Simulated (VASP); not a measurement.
# HgTe (F-43m) in VASP: further runs

Runs on HgTe. Level: PBE. Tasks: single point.

Program: VASP 6.6.1. These are calculated values, not measurements. Logs are shortened: lines on timing, memory, paths and dates and some standing lists are left out, and cuts for length are marked.

### 1 The cell of the first run

Symmetry: F-43m, No. 216, cubic system. Conventional cell: a = 6.460 Å, b = 6.460 Å, c = 6.460 Å, α = 90.00°, β = 90.00°, γ = 90.00°. Within 3.7 Å of Hg (site symmetry -43m) lie 4 Te at 2.80 Å. Te (site symmetry -43m) has 4 Hg at 2.80 Å within 3.7 Å.

### 2 Single point, PBE

Input file INCAR:

```
SYSTEM = HgTe
PREC     = Accurate       ! precision mode
ENCUT    = 500            ! plane-wave cutoff, eV
EDIFF    = 1E-6           ! SCF threshold, eV
ISMEAR   = -1             ! smearing method
SIGMA    = 0.05           ! smearing width, eV
LREAL    = .FALSE.        ! projectors in reciprocal space
LASPH    = .TRUE.         ! aspherical terms in the spheres
NELM     = 120            ! most SCF steps
ALGO     = Normal         ! electronic algorithm
ISIF     = 2              ! what is computed and relaxed
LWAVE    = .FALSE.        ! write WAVECAR
LCHARG   = .FALSE.        ! write CHGCAR
GGA      = PE             ! functional
NBANDS   = 16             ! bands
GGA_COMPAT= .FALSE.
```

Input file KPOINTS:

```
regular mesh
0
G
  6 6 6
  0 0 0
```

Input file POSCAR:

```
HgTe
1.0
    0.0000000000      3.2300000000      3.2300000000
    3.2300000000      0.0000000000      3.2300000000
    3.2300000000      3.2300000000      0.0000000000
Hg Te
1 1
Direct
    0.0000000000      0.0000000000      0.0000000000
    0.7500000000      0.7500000000      0.7500000000
```

Potentials or basis: VASP PAW PBE potentials, release 64 (Hg, Te).

Run with:

```sh
$ cat potpaw_PBE.64/Hg/POTCAR potpaw_PBE.64/Te/POTCAR > POTCAR
$ mpirun -np 1 vasp_std > vasp.out
```

OUTCAR:

```text
SYSTEM = HgTe
   PREC = Accurate
   ENCUT = 500
   EDIFF = 1E-6
   ISMEAR = -1
   LREAL = .FALSE.
   LASPH = .TRUE.
   NELM = 120
   ISIF = 2
   GGA = PE

 ion  position               nearest neighbor table
   1  0.000  0.000  0.000-   2 2.80   2 2.80   2 2.80   2 2.80
   2  0.750  0.750  0.750-   1 2.80   1 2.80   1 2.80   1 2.80

  LATTYP: Found a face centered cubic cell.
 ALAT       =     6.4600000000

  Lattice vectors:

 A1 = (   0.0000000000,   3.2300000000,   3.2300000000)
 A2 = (   3.2300000000,   0.0000000000,   3.2300000000)
 A3 = (   3.2300000000,   3.2300000000,   0.0000000000)

Analysis of symmetry for initial positions (statically):
=====================================================================
 Subroutine PRICEL returns:
 Original cell was already a primitive cell.

 Routine SETGRP: Setting up the symmetry group for a
 face centered cubic supercell.

 Subroutine GETGRP returns: Found 24 space group operations
 (whereof 24 operations were pure point group operations)
 out of a pool of 48 trial point group operations.

The static configuration has the point symmetry T_d .

Analysis of symmetry for dynamics (positions and initial velocities):
=====================================================================
 Subroutine PRICEL returns:
 Original cell was already a primitive cell.

 Routine SETGRP: Setting up the symmetry group for a
 face centered cubic supercell.

 Subroutine GETGRP returns: Found 24 space group operations
 (whereof 24 operations were pure point group operations)
 out of a pool of 48 trial point group operations.

The dynamic configuration has the point symmetry T_d .

 Subroutine INISYM returns: Found 24 space group operations
 (whereof 24 operations are pure point group operations),
 and found     1 'primitive' translations

----------------------------------------------------------------------------------------

                                     Primitive cell

  volume of cell :      67.3965

  direct lattice vectors                    reciprocal lattice vectors
     0.000000000  3.230000000  3.230000000    -0.154798762  0.154798762  0.154798762
     3.230000000  0.000000000  3.230000000     0.154798762 -0.154798762  0.154798762
     3.230000000  3.230000000  0.000000000     0.154798762  0.154798762 -0.154798762

  length of vectors
     4.567909806  4.567909806  4.567909806     0.268119320  0.268119320  0.268119320

  position of ions in fractional coordinates (direct lattice)
     0.000000000  0.000000000  0.000000000
     0.750000000  0.750000000  0.750000000

  ion indices of the primitive-cell ions
   primitive index   ion index
                 1           1
                 2           2

----------------------------------------------------------------------------------------

 KPOINTS: regular mesh

Automatic generation of k-mesh.
 Grid dimensions read from file:
 generate k-points for:    6    6    6

 Generating k-lattice:

  Cartesian coordinates                     Fractional coordinates (reciprocal lattice)
    -0.025799794  0.025799794  0.025799794     0.166666667  0.000000000  0.000000000
     0.025799794 -0.025799794  0.025799794     0.000000000  0.166666667  0.000000000
     0.025799794  0.025799794 -0.025799794     0.000000000  0.000000000  0.166666667

  Length of vectors
     0.044686553  0.044686553  0.044686553

  Shift w.r.t. Gamma in fractional coordinates (k-lattice)
     0.000000000  0.000000000  0.000000000

 Subroutine IBZKPT returns following result:
 ===========================================

 Found     16 irreducible k-points:

 Following reciprocal coordinates:
            Coordinates               Weight
  0.000000  0.000000  0.000000      1.000000
  0.166667  0.000000  0.000000      8.000000
  0.333333  0.000000  0.000000      8.000000
  0.500000  0.000000  0.000000      4.000000
  0.166667  0.166667  0.000000      6.000000
  0.333333  0.166667  0.000000     24.000000
[... 8 lines left out ...]
 -0.333333  0.333333  0.166667     24.000000
 -0.333333  0.500000  0.166667     12.000000
   k-points           NKPTS =     16   k-points in BZ     NKDIM =     16   number of bands    NBANDS=     16
   number of dos      NEDOS =    301   number of ions     NIONS =      2
   total plane-waves  NPLWV =  46656
   dimension x,y,z NGX =    36 NGY =   36 NGZ =   36
   dimension x,y,z NGXF=    72 NGYF=   72 NGZF=   72
   ions per type =               1   1
   NGX,Y,Z   is equivalent  to a cutoff of  13.10, 13.10, 13.10 a.u.
   NGXF,Y,Z  is equivalent  to a cutoff of  26.20, 26.20, 26.20 a.u.
 SYSTEM =  HgTe
   PREC   = accura    normal or accurate (medium, high low for compatibility)
   ISTART =      0    job   : 0-new  1-cont  2-samecut
   ICHARG =      2    charge: 1-file 2-atom 10-const
   ISPIN  =      1    spin polarized calculation?
   LNONCOLLINEAR =      F non collinear calculations
   LSORBIT =      F    spin-orbit coupling
   LASPH  =      T    aspherical Exc in radial PAW
   ENCUT  =  500.0 eV  36.75 Ry    6.06 a.u.   8.33  8.33  8.33*2*pi/ulx,y,z
   NELM   =    120;   NELMIN=  2; NELMDL= -5     # of ELM steps
   EDIFF  = 0.1E-05   stopping-criterion for ELM
   LREAL  =      F    real-space projection
   EDIFFG = 0.1E-04   stopping-criterion for IOM
   NSW    =      0    number of steps for IOM
   IBRION =     -1    ionic relax: 0-MD 1-quasi-New 2-CG
   NFREE  =      0    steps in history (QN), initial steepest desc. (CG)
   ISIF   =      2    stress and relaxation
   ISYM   =      2    0-nonsym 1-usesym 2-fastsym
   POTIM  = 0.5000    time-step for ionic-motion
   TEBEG  =    0.0;   TEEND  =   0.0 temperature during run
   PSTRESS=    0.0 pullay stress
   NELECT =      18.0000    total number of electrons
   NUPDOWN=      -1.0000    fix difference up-down
   EMIN   =  10.00;   EMAX   =-10.00  energy-range for DOS
   EFERMI =   0.00;   METHOD = LEGACY
   ISMEAR =    -1;   SIGMA  =   0.05  broadening in eV -4-tet -1-fermi 0-gaus
   EFERMI_NEDOS =   21; number of points for ismear=-14 and -15
   IALGO  =     38    algorithm
   IMIX   =      4    mixing-type and parameters
     AMIX     =   0.40;   BMIX     =  1.00
     AMIX_MAG =   1.60;   BMIX_MAG =  1.00
  volume/ion in A,a.u.               =      33.70       227.41
  Fermi-wavevector in a.u.,A,eV,Ry     =   1.054273  1.992287 15.122765  1.111492
  Thomas-Fermi vector in A             =   2.189427
   LORBIT       =      0    0 simple, 1 ext, 2 COOP (PROOUT), +10 PAW based schemes
   GGA     = PE    functional components
   LHFCALC =     F    Hartree Fock is set to
   AEXX    =    0.0000 exact exchange contribution
   IVDW    =     0    specifies the selected vdW correction
   LEPSILON=     F    determine dielectric tensor
   LRPA    =     F    only Hartree local field effects (RPA)
 non-spin polarized calculation
  energy-cutoff  :      500.00
  volume of cell :       67.40
 maximum number of plane-waves:      1724
 NGX is ok and might be reduce to    36
   NGX = 17   NGY = 17   NGZ = 17

 number of electron      18.0000001 magnetization

 Free energy of the ion-electron system (eV)
  ---------------------------------------------------
  ext. energy  EPLUGINS =         0.00000000
  ---------------------------------------------------
  free energy    TOTEN  =        -3.57039568 eV

  energy without entropy =       -3.56943645  energy(sigma->0) =       -3.56991606

 E-fermi :   3.1585     XC(G=0):  -8.7495

 val. band max:        3.1220764930   @ k =   0.0000   0.0000   0.0000
 cond. band min:       3.8261112885   @ k =   0.5000   0.0000   0.0000
 fundamental gap:      0.7040347956
 Fermi energy:         3.1584972276

 k-point     1 :       0.0000    0.0000    0.0000
  band No.  band energies     occupation
      1      -8.8774      2.00000
      2      -4.2472      2.00000
      3      -4.2472      2.00000
      4      -4.2472      2.00000
      5      -3.7157      2.00000
      6      -3.7157      2.00000
[... 8 lines left out ...]
     15      12.6749      0.00000
     16      12.6749      0.00000

 k-point     2 :       0.1667    0.0000    0.0000
  band No.  band energies     occupation
      1      -8.7440      2.00000
      2      -4.2110      2.00000
      3      -4.2110      2.00000
      4      -4.1907      2.00000
      5      -3.7186      2.00000
      6      -3.7186      2.00000
[... 8 lines left out ...]
     15      11.6867      0.00000
     16      11.6867      0.00000

 k-point     3 :       0.3333    0.0000    0.0000
  band No.  band energies     occupation
      1      -8.4574      2.00000
      2      -4.1481      2.00000
      3      -4.1481      2.00000
      4      -3.8993      2.00000
      5      -3.7093      2.00000
      6      -3.7093      2.00000
[... 8 lines left out ...]
     15      11.9993      0.00000
     16      11.9993      0.00000

 k-point     4 :       0.5000    0.0000    0.0000
  band No.  band energies     occupation
      1      -8.3034      2.00000
      2      -4.1237      2.00000
      3      -4.1237      2.00000
      4      -3.6947      2.00000
      5      -3.6947      2.00000
      6      -3.4083      2.00000
[... 8 lines left out ...]
     15      13.1708      0.00000
     16      13.1708      0.00000

 k-point     5 :       0.1667    0.1667    0.0000
  band No.  band energies     occupation
      1      -8.6990      2.00000
      2      -4.2236      2.00000
      3      -4.1738      2.00000
      4      -4.1738      2.00000
      5      -3.7394      2.00000
      6      -3.7002      2.00000
[... 8 lines left out ...]
     15      11.6139      0.00000
     16      12.8100      0.00000

 k-point     6 :       0.3333    0.1667    0.0000
  band No.  band energies     occupation
      1      -8.4604      2.00000
      2      -4.1546      2.00000
      3      -4.1005      2.00000
      4      -4.0184      2.00000
      5      -3.7233      2.00000
      6      -3.6877      2.00000
[... 8 lines left out ...]
     15      12.5179      0.00000
     16      12.8230      0.00000

 k-point     7 :       0.5000    0.1667    0.0000
  band No.  band energies     occupation
      1      -8.2559      2.00000
      2      -4.1072      2.00000
      3      -4.0695      2.00000
      4      -3.7691      2.00000
      5      -3.6897      2.00000
      6      -3.4420      2.00000
[... 8 lines left out ...]
     15      12.7860      0.00000
     16      13.2911      0.00000

 k-point     8 :      -0.3333    0.1667    0.0000
  band No.  band energies     occupation
      1      -8.3079      2.00000
      2      -4.1034      2.00000
      3      -4.0983      2.00000
      4      -3.7609      2.00000
      5      -3.7234      2.00000
      6      -3.6000      2.00000
[... 8 lines left out ...]
     15      11.9845      0.00000
     16      13.2522      0.00000

 k-point     9 :      -0.1667    0.1667    0.0000
  band No.  band energies     occupation
      1      -8.5572      2.00000
      2      -4.1689      2.00000
      3      -4.1469      2.00000
      4      -4.0763      2.00000
      5      -3.7371      2.00000
      6      -3.6947      2.00000
[... 8 lines left out ...]
     15      12.0384      0.00000
     16      12.3080      0.00000

 k-point    10 :       0.3333    0.3333    0.0000
  band No.  band energies     occupation
      1      -8.3117      2.00000
      2      -4.1116      2.00000
      3      -4.0042      2.00000
      4      -4.0042      2.00000
      5      -3.6725      2.00000
      6      -3.6688      2.00000
[... 8 lines left out ...]
     15      13.1601      0.00000
     16      14.7610      0.00000

 k-point    11 :       0.5000    0.3333    0.0000
  band No.  band energies     occupation
      1      -8.1554      2.00000
      2      -4.0645      2.00000
      3      -3.9583      2.00000
      4      -3.8944      2.00000
      5      -3.6710      2.00000
      6      -3.3754      2.00000
[... 8 lines left out ...]
     15      13.5259      0.00000
     16      14.4789      0.00000

 k-point    12 :      -0.3333    0.3333    0.0000
  band No.  band energies     occupation
      1      -8.1549      2.00000
      2      -4.0668      2.00000
      3      -4.0018      2.00000
      4      -3.7758      2.00000
      5      -3.7077      2.00000
      6      -3.2726      2.00000
[... 8 lines left out ...]
     15      12.1730      0.00000
     16      14.9223      0.00000

 k-point    13 :       0.5000    0.5000    0.0000
  band No.  band energies     occupation
      1      -8.1020      2.00000
      2      -4.0698      2.00000
      3      -3.9046      2.00000
      4      -3.9046      2.00000
      5      -3.6531      2.00000
      6      -3.2585      2.00000
[... 8 lines left out ...]
     15      13.4042      0.00000
     16      14.5770      0.00000

 k-point    14 :       0.5000    0.3333    0.1667
  band No.  band energies     occupation
      1      -8.2592      2.00000
      2      -4.0770      2.00000
      3      -4.0484      2.00000
      4      -3.8698      2.00000
      5      -3.6919      2.00000
      6      -3.5692      2.00000
[... 8 lines left out ...]
     15      13.3747      0.00000
     16      14.2176      0.00000

 k-point    15 :      -0.3333    0.3333    0.1667
  band No.  band energies     occupation
      1      -8.1549      2.00000
      2      -4.0526      2.00000
      3      -4.0162      2.00000
      4      -3.7656      2.00000
      5      -3.7262      2.00000
      6      -3.2495      2.00000
[... 8 lines left out ...]
     15      13.4782      0.00000
     16      14.1362      0.00000

 k-point    16 :      -0.3333    0.5000    0.1667
  band No.  band energies     occupation
      1      -8.1030      2.00000
      2      -4.0329      2.00000
      3      -3.9608      2.00000
      4      -3.8365      2.00000
      5      -3.6986      2.00000
      6      -3.1326      2.00000
[... 8 lines left out ...]
     15      13.9973      0.00000
     16      14.2823      0.00000

------------------------ aborting loop because EDIFF is reached ----------------------------------------

  FORCE on cell =-STRESS in cart. coord.  units (eV):
  Direction    XX          YY          ZZ          XY          YZ          ZX
  --------------------------------------------------------------------------------------
  -------------------------------------------------------------------------------------
  Total        1.6347512      1.6347512      1.6347512      0.0000000      0.0000000      0.0000000
  in kB       38.8619596     38.8619596     38.8619596      0.0000000      0.0000000      0.0000000
  external PRESSURE =      38.8619596 kB  Pullay stress =       0.0000000 kB

 VOLUME and BASIS-vectors are now :
 -----------------------------------------------------------------------------
  energy-cutoff  :      500.00
  volume of cell :       67.40
      direct lattice vectors                 reciprocal lattice vectors
     0.000000000  3.230000000  3.230000000    -0.154798762  0.154798762  0.154798762
     3.230000000  0.000000000  3.230000000     0.154798762 -0.154798762  0.154798762
     3.230000000  3.230000000  0.000000000     0.154798762  0.154798762 -0.154798762

 POSITION                                       TOTAL-FORCE (eV/Angst)
 -----------------------------------------------------------------------------------
      0.00000      0.00000      0.00000        -0.000000     -0.000000     -0.000000
      4.84500      4.84500      4.84500         0.000000      0.000000      0.000000
 -----------------------------------------------------------------------------------
    total drift:                                0.000000      0.000000      0.000000

  FREE ENERGIE OF THE ION-ELECTRON SYSTEM (eV)
  ---------------------------------------------------
  free  energy   TOTEN  =        -3.5703956822 eV

  energy  without entropy=       -3.5694364472  energy(sigma->0) =       -3.56991606
```

Wall time 18 s (1 thread of Intel Xeon 6975P-C, shared host); peak memory 0.21 GiB.

Results:

```yaml
Free_energy: -3.5704 eV
Pressure: 3.9 GPa
Band_gap_on_the_k_mesh: zero (filled and empty bands touch)
```

Caveat: spin-orbit coupling is left out, which moves the levels of the heavy elements.

### 3 Single point, PBE

Input file INCAR:

```
ALGO = Normal
EDIFF = 1E-6
ENCUT = 500
GGA = PE
GGA_COMPAT = False
ISIF = 2
ISMEAR = -1
LASPH = True
LCHARG = False
LREAL = False
LWAVE = False
NBANDS = 16
NELM = 120
PREC = Accurate
SIGMA = 0.05
```

Input file KPOINTS:

```
k-points
0
Gamma
  6 6 6
```

POSCAR is that of step 2.

Potentials or basis: VASP PAW PBE potentials, release 64 (Hg, Te).

Run with:

```sh
$ cat potpaw_PBE.64/Hg/POTCAR potpaw_PBE.64/Te/POTCAR > POTCAR
$ mpirun -np 1 vasp_std > vasp.out
```

Wall time 17 s (1 thread of Intel Xeon 6975P-C, shared host); peak memory 0.21 GiB.

Results (log left out):

```
Free energy            : -3.5704 eV
Pressure               : 3.9 GPa
Band gap on the k mesh : zero (filled and empty bands touch)
```

Levels at points of the mesh, in eV from the Fermi level:
| k point | band 7 | band 8 | band 9 | band 10 | band 11 | band 12 |
| --- | --- | --- | --- | --- | --- | --- |
| (0.00, 0.00, 0.00) | -0.76 | -0.04 | -0.04 | -0.04 | 4.19 | 4.19 |
| (0.50, 0.00, 0.00) | -5.54 | -1.03 | -1.03 | 0.67 | 4.99 | 4.99 |
| (0.50, 0.50, 0.00) | -5.49 | -2.32 | -2.32 | 1.86 | 2.45 | 8.19 |

Caveat: spin-orbit coupling is left out, which moves the levels of the heavy elements.

### 4 Single point, PBE

Input file INCAR:

```
SYSTEM = HgTe
PREC = Accurate
ENCUT = 500
EDIFF = 1E-6
ISMEAR = -1
SIGMA = 0.01
LREAL = .False.
LASPH = .True.
NELM = 120
ALGO = Normal
ISIF = 2
LWAVE = .False.
LCHARG = .False.
GGA = PE
NBANDS = 16
GGA_COMPAT = .False.
```

Input file KPOINTS:

```
regular mesh
0
Gamma
  6 6 6
  0 0 0
```

POSCAR is that of step 3.

Run with:

```sh
$ cat potpaw_PBE.64/Hg/POTCAR potpaw_PBE.64/Te/POTCAR > POTCAR
$ mpirun -np 1 vasp_std > vasp.out
```

It took 17 s on 1 thread of Intel Xeon 6975P-C, shared host; peak memory 0.2 GiB.

The run converged. Its results:

```
Free energy            : -3.5697 eV
Pressure               : 3.9 GPa
Band gap on the k mesh : zero (filled and empty bands touch)
```

Levels at points of the mesh, in eV from the Fermi level:
```tsv
k point	band 6	band 7	band 8	band 9	band 10	band 11	band 12	band 13
(0.00, 0.00, 0.00)	-6.84	-0.73	-0.01	-0.01	-0.01	4.22	4.22	4.22
(0.50, 0.00, 0.00)	-6.54	-5.51	-1.00	-1.00	0.70	5.02	5.02	6.86
(0.50, 0.50, 0.00)	-6.39	-5.46	-2.29	-2.29	1.89	2.47	8.22	8.86
```

Caveat: spin-orbit coupling is left out, which moves the levels of the heavy elements.
